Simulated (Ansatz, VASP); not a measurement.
**One calculation of Zn, two programs**

```xyz
2
Lattice="0.0000 3.1449 3.1449 3.1449 0.0000 3.1449 3.1449 3.1449 0.0000" Properties=species:S:1:pos:R:3 pbc="T T T"
Zn    0.7862    0.7862    0.7862
Zn    5.5036    5.5036    5.5036
```

Alike in both runs: task single point; functional BLYP; k mesh 10 × 10 × 10; occupations fermi-dirac, width 0.1 eV; no spin polarisation.

|  | VASP | Ansatz |
| --- | --- | --- |
| version | VASP 6.6.1 | Ansatz 0.2.0 |
| potentials or method | VASP PAW PBE potentials, release 64 (Zn), cutoff 520 eV | plane waves (420 eV) with PAW, scalar-relativistic |
| valence electrons in the cell | 24 | 24 |

VASP gave:

```
pressure (GPa) : -1.2
```

Estimate Ansatz's values.

pressure (GPa): -1.3.

VASP's potentials were made for PBE, not for BLYP.
